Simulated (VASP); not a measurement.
# FePt (P4/mmm) in VASP: single point with PBE

Aim: the single point of FePt with PBE.

Everything below comes from runs of VASP 6.6.1. Logs are shortened: lines on timing, memory, paths and dates and some standing lists are left out, and cuts for length are marked.

## Step 1: The cell of the first run

The structure is tetragonal, space group P4/mmm (No. 123). The conventional cell has a = 2.613 Å, b = 2.613 Å, c = 3.404 Å, α = 90.00°, β = 90.00°, γ = 90.00°. Within 3.3 Å of Fe (site symmetry 4/mmm) lie 8 Pt at 2.51 Å and 4 Fe at 2.61 Å. Within 3.3 Å of Pt (site symmetry 4/mmm) lie 8 Fe at 2.51 Å and 4 Pt at 2.61 Å.

## Step 2: Single point, PBE, collinear spin, ferromagnetic start (strain -0.040 along x and y, -0.080 along z)

Contents of INCAR:

```
SYSTEM = FePt
  PREC = Accurate
  ENCUT = 520
  EDIFF = 1E-6
  ISMEAR = 0
  SIGMA = 0.15
  LREAL = .FALSE.
  LASPH = .TRUE.
  NELM = 150
  ALGO = Normal
  ISIF = 2
  LWAVE = .FALSE.
  LCHARG = .TRUE.
  ISPIN = 2
  MAGMOM = 3.27 0.45
  LORBIT = 11
  LMAXMIX = 4
  GGA = PE
  LELF = .TRUE.
  LVHAR = .TRUE.
  NBANDS = 20
```

Contents of KPOINTS:

```
Automatic mesh
0
G
  18 18 14
  0 0 0
```

Contents of POSCAR:

```
FePt
1.0
    2.6127878408      0.0000000000      0.0000000000
    0.0000000000      2.6127878408      0.0000000000
    0.0000000000      0.0000000000      3.4040000000
Fe Pt
1 1
Direct
    0.5000000000      0.5000000000      0.5000000000
    0.0000000000      0.0000000000      0.0000000000
```

Potentials or basis: VASP PAW PBE potentials, release 64 (Fe, Pt).

Run with:

```bash
$ cat potpaw_PBE.64/Fe/POTCAR potpaw_PBE.64/Pt/POTCAR > POTCAR
$ mpirun -np 1 vasp_std > vasp.out
```

OUTCAR:

```text
SYSTEM = FePt
   PREC = Accurate
   ENCUT = 520
   EDIFF = 1E-6
   ISMEAR = 0
   LREAL = .FALSE.
   LASPH = .TRUE.
   NELM = 150
   ISIF = 2
   ISPIN = 2
   LORBIT = 11
   GGA = PE

 ion  position               nearest neighbor table
   1  0.500  0.500  0.500-   2 2.51   2 2.51   2 2.51   2 2.51   2 2.51   2 2.51   2 2.51   2 2.51

   2  0.000  0.000  0.000-   1 2.51   1 2.51   1 2.51   1 2.51   1 2.51   1 2.51   1 2.51   1 2.51

  LATTYP: Found a simple tetragonal cell.
 ALAT       =     2.6127878408
 C/A-ratio  =     1.3028229644

  Lattice vectors:

 A1 = (   2.6127878408,   0.0000000000,   0.0000000000)
 A2 = (   0.0000000000,   2.6127878408,   0.0000000000)
 A3 = (   0.0000000000,   0.0000000000,   3.4040000000)

Analysis of symmetry for initial positions (statically):
=====================================================================
 Subroutine PRICEL returns:
 Original cell was already a primitive cell.

 Routine SETGRP: Setting up the symmetry group for a
 simple tetragonal supercell.

 Subroutine GETGRP returns: Found 16 space group operations
 (whereof 16 operations were pure point group operations)
 out of a pool of 16 trial point group operations.

The static configuration has the point symmetry D_4h.

Analysis of symmetry for dynamics (positions and initial velocities):
=====================================================================
 Subroutine PRICEL returns:
 Original cell was already a primitive cell.

 Routine SETGRP: Setting up the symmetry group for a
 simple tetragonal supercell.

 Subroutine GETGRP returns: Found 16 space group operations
 (whereof 16 operations were pure point group operations)
 out of a pool of 16 trial point group operations.

The dynamic configuration has the point symmetry D_4h.

Analysis of structural, dynamic, and magnetic symmetry:
=====================================================================
 Subroutine PRICEL returns:
 Original cell was already a primitive cell.

 Routine SETGRP: Setting up the symmetry group for a
 simple tetragonal supercell.

 Subroutine GETGRP returns: Found 16 space group operations
 (whereof 16 operations were pure point group operations)
 out of a pool of 16 trial point group operations.

The overall configuration has the point symmetry D_4h.

 Subroutine INISYM returns: Found 16 space group operations
 (whereof 16 operations are pure point group operations),
 and found     1 'primitive' translations

----------------------------------------------------------------------------------------

                                     Primitive cell

  volume of cell :      23.2380

  direct lattice vectors                    reciprocal lattice vectors
     2.612787841  0.000000000  0.000000000     0.382732951  0.000000000  0.000000000
     0.000000000  2.612787841  0.000000000     0.000000000  0.382732951  0.000000000
     0.000000000  0.000000000  3.404000000     0.000000000  0.000000000  0.293772033

  length of vectors
     2.612787841  2.612787841  3.404000000     0.382732951  0.382732951  0.293772033

  position of ions in fractional coordinates (direct lattice)
     0.500000000  0.500000000  0.500000000
     0.000000000  0.000000000  0.000000000

  ion indices of the primitive-cell ions
   primitive index   ion index
                 1           1
                 2           2

----------------------------------------------------------------------------------------

 KPOINTS: Automatic mesh

Automatic generation of k-mesh.
 Grid dimensions read from file:
 generate k-points for:   18   18   14

 Generating k-lattice:

  Cartesian coordinates                     Fractional coordinates (reciprocal lattice)
     0.021262942  0.000000000  0.000000000     0.055555556  0.000000000  0.000000000
     0.000000000  0.021262942  0.000000000     0.000000000  0.055555556  0.000000000
     0.000000000  0.000000000  0.020983717     0.000000000  0.000000000  0.071428571

  Length of vectors
     0.021262942  0.021262942  0.020983717

  Shift w.r.t. Gamma in fractional coordinates (k-lattice)
     0.000000000  0.000000000  0.000000000

 Subroutine IBZKPT returns following result:
 ===========================================

 Found    440 irreducible k-points:

 Following reciprocal coordinates:
            Coordinates               Weight
  0.000000  0.000000  0.000000      1.000000
  0.055556  0.000000  0.000000      4.000000
  0.111111  0.000000  0.000000      4.000000
  0.166667  0.000000  0.000000      4.000000
  0.222222  0.000000  0.000000      4.000000
  0.277778  0.000000  0.000000      4.000000
[... 16 lines left out ...]
  0.277778  0.111111  0.000000      8.000000
  0.333333  0.111111  0.000000      8.000000
 [... further k-points ...]
   k-points           NKPTS =    440   k-points in BZ     NKDIM =    440   number of bands    NBANDS=     20
   number of dos      NEDOS =    301   number of ions     NIONS =      2
   total plane-waves  NPLWV =  11200
   dimension x,y,z NGX =    20 NGY =   20 NGZ =   28
   dimension x,y,z NGXF=    40 NGYF=   40 NGZF=   56
   ions per type =               1   1
   NGX,Y,Z   is equivalent  to a cutoff of  12.73, 12.73, 13.67 a.u.
   NGXF,Y,Z  is equivalent  to a cutoff of  25.45, 25.45, 27.35 a.u.
 SYSTEM =  FePt
   PREC   = accura    normal or accurate (medium, high low for compatibility)
   ISTART =      0    job   : 0-new  1-cont  2-samecut
   ICHARG =      2    charge: 1-file 2-atom 10-const
   ISPIN  =      2    spin polarized calculation?
   LNONCOLLINEAR =      F non collinear calculations
   LSORBIT =      F    spin-orbit coupling
   LASPH  =      T    aspherical Exc in radial PAW
   ENCUT  =  520.0 eV  38.22 Ry    6.18 a.u.   4.86  4.86  6.33*2*pi/ulx,y,z
   NELM   =    150;   NELMIN=  2; NELMDL= -5     # of ELM steps
   EDIFF  = 0.1E-05   stopping-criterion for ELM
   LREAL  =      F    real-space projection
   EDIFFG = 0.1E-04   stopping-criterion for IOM
   NSW    =      0    number of steps for IOM
   IBRION =     -1    ionic relax: 0-MD 1-quasi-New 2-CG
   NFREE  =      0    steps in history (QN), initial steepest desc. (CG)
   ISIF   =      2    stress and relaxation
   ISYM   =      2    0-nonsym 1-usesym 2-fastsym
   POTIM  = 0.5000    time-step for ionic-motion
   TEBEG  =    0.0;   TEEND  =   0.0 temperature during run
   PSTRESS=    0.0 pullay stress
   NELECT =      18.0000    total number of electrons
   NUPDOWN=      -1.0000    fix difference up-down
   EMIN   =  10.00;   EMAX   =-10.00  energy-range for DOS
   EFERMI =   0.00;   METHOD = LEGACY
   ISMEAR =     0;   SIGMA  =   0.15  broadening in eV -4-tet -1-fermi 0-gaus
   EFERMI_NEDOS =   21; number of points for ismear=-14 and -15
   IALGO  =     38    algorithm
   IMIX   =      4    mixing-type and parameters
     AMIX     =   0.40;   BMIX     =  1.00
     AMIX_MAG =   1.60;   BMIX_MAG =  1.00
  volume/ion in A,a.u.               =      11.62        78.41
  Fermi-wavevector in a.u.,A,eV,Ry     =   1.503487  2.841179 30.755610  2.260474
  Thomas-Fermi vector in A             =   2.614591
   LORBIT       =     11    0 simple, 1 ext, 2 COOP (PROOUT), +10 PAW based schemes
   GGA     = PE    functional components
   LHFCALC =     F    Hartree Fock is set to
   AEXX    =    0.0000 exact exchange contribution
   IVDW    =     0    specifies the selected vdW correction
   LEPSILON=     F    determine dielectric tensor
   LRPA    =     F    only Hartree local field effects (RPA)
 spin polarized calculation
 Gauss-broadening in eV      SIGMA  =   0.15
  energy-cutoff  :      520.00
  volume of cell :       23.24
 maximum number of plane-waves:       644
 NGX is ok and might be reduce to    20
   NGX =  9   NGY =  9   NGZ = 13

 number of electron      17.9999997 magnetization       2.9389664

 Free energy of the ion-electron system (eV)
  ---------------------------------------------------
  ext. energy  EPLUGINS =         0.00000000
  ---------------------------------------------------
  free energy    TOTEN  =       -14.04201699 eV

  energy without entropy =      -14.02447351  energy(sigma->0) =      -14.03324525

 E-fermi :  11.3801     XC(G=0): -14.0806

 val. band max:       11.3791191103   @ k =   0.4444   0.2222   0.2143
 cond. band min:      11.3822655254   @ k =   0.2222   0.2222   0.0714
 fundamental gap:      0.0031464151
 Fermi energy:        11.3800787178

 spin component 1

 k-point     1 :       0.0000    0.0000    0.0000
  band No.  band energies     occupation
      1       0.2622      1.00000
      2       3.5227      1.00000
      3       3.6205      1.00000
      4       7.2553      1.00000
      5       7.2553      1.00000
      6       8.4640      1.00000
[... 12 lines left out ...]
     19      33.6219      0.00000
     20      33.6219      0.00000
[... 507 lines left out ...]
 k-point    24 :       0.3333    0.1111    0.0000
  band No.  band energies     occupation
      1       3.1532      1.00000
      2       4.9904      1.00000
      3       5.6944      1.00000
      4       5.8490      1.00000
      5       7.3472      1.00000
      6       7.7185      1.00000
[... 12 lines left out ...]
     19      34.6936      0.00000
     20      35.0206      0.00000

 [... further k-points ...]

 spin component 2

 k-point     1 :       0.0000    0.0000    0.0000
  band No.  band energies     occupation
      1       0.4232      1.00000
      2       4.0048      1.00000
      3       4.0509      1.00000
      4       8.1695      1.00000
      5       8.1695      1.00000
      6      10.0898      1.00000
[... 12 lines left out ...]
     19      33.7155      0.00000
     20      33.7155      0.00000
[... 507 lines left out ...]
 k-point    24 :       0.3333    0.1111    0.0000
  band No.  band energies     occupation
      1       3.3406      1.00000
      2       5.4208      1.00000
      3       6.2332      1.00000
      4       6.2719      1.00000
      5       8.1538      1.00000
      6       8.3593      1.00000
[... 12 lines left out ...]
     19      34.9010      0.00000
     20      35.2566      0.00000

 [... further k-points ...]
[... 5 lines left out ...]
  --------------------------------------------------------------------------------------
  -------------------------------------------------------------------------------------
  Total        7.9690477      7.9690477      9.7127490      0.0000000     -0.0000000     -0.0000000
  in kB      549.4385995    549.4385995    669.6608386      0.0000000     -0.0000000     -0.0000000
  external PRESSURE =     589.5126792 kB  Pullay stress =       0.0000000 kB

 VOLUME and BASIS-vectors are now :
 -----------------------------------------------------------------------------
  energy-cutoff  :      520.00
  volume of cell :       23.24
      direct lattice vectors                 reciprocal lattice vectors
     2.612787841  0.000000000  0.000000000     0.382732951  0.000000000  0.000000000
     0.000000000  2.612787841  0.000000000     0.000000000  0.382732951  0.000000000
     0.000000000  0.000000000  3.404000000     0.000000000  0.000000000  0.293772033

 POSITION                                       TOTAL-FORCE (eV/Angst)
 -----------------------------------------------------------------------------------
      1.30639      1.30639      1.70200         0.000000      0.000000      0.000000
      0.00000      0.00000      0.00000         0.000000      0.000000      0.000000
 -----------------------------------------------------------------------------------
    total drift:                               -0.000000      0.000000      0.000000

  FREE ENERGIE OF THE ION-ELECTRON SYSTEM (eV)
  ---------------------------------------------------
  free  energy   TOTEN  =       -14.0420169910 eV

  energy  without entropy=      -14.0244735110  energy(sigma->0) =      -14.03324525

 total charge

# of ion       s       p       d       tot
------------------------------------------
    1        0.485   0.622   6.333   7.439
    2        0.812   0.894   8.184   9.890
--------------------------------------------------
tot          1.297   1.516  14.517  17.330

 magnetization (x)

# of ion       s       p       d       tot
------------------------------------------
    1        0.003  -0.003   2.542   2.543
    2       -0.024  -0.064   0.426   0.338
--------------------------------------------------
tot         -0.020  -0.067   2.968   2.881
```

Run time: 8.4 min. Hardware: 1 thread of Oxide Virtual Turin-like, shared host; peak memory 0.37 GiB.

Results:

```yaml
Free_energy: -14.0420 eV
Pressure: 59.0 GPa
Net_moment: 2.94 μB per cell
Site_moments: Fe +2.54; Pt +0.34 μB
Valence_electrons_inside_the_program's_atomic_spheres: Fe 7.44; Pt 9.89
```

Caveat: the cell differs from its parent crystal (strain -0.040 along x and y, -0.080 along z); spin-orbit coupling is left out, which moves the levels of the heavy elements.
